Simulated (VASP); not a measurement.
A run of VASP 6.6.1 is set up as follows.

INCAR

```
ALGO = Normal ; EDIFF = 1E-6
ENCUT = 520 ; GGA = PE
ISIF = 2 ; ISMEAR = 0
LASPH = T ; LCHARG = F
LREAL = F ; LWAVE = F
NBANDS = 12 ; NELM = 60
PREC = Accurate ; SIGMA = 0.1
```

Contents of KPOINTS:

```
k-points
0
Gamma
  10 10 10
```

File POSCAR:

```
Cu
1.0
    0.0000000000      1.7477826187      1.7477826187
    1.7477826187      0.0000000000      1.7477826187
    1.7477826187      1.7477826187      0.0000000000
Cu
1
Direct
    0.0000000000      0.0000000000      0.0000000000
```

Potentials or basis: VASP PAW PBE potentials, release 64 (Cu).

Launch:

```sh
$ cat potpaw_PBE.64/Cu/POTCAR > POTCAR
$ mpirun -np 1 vasp_std > vasp.out
```

(1) What does it give for the pressure?

Results:

(1) 21.6 GPa.
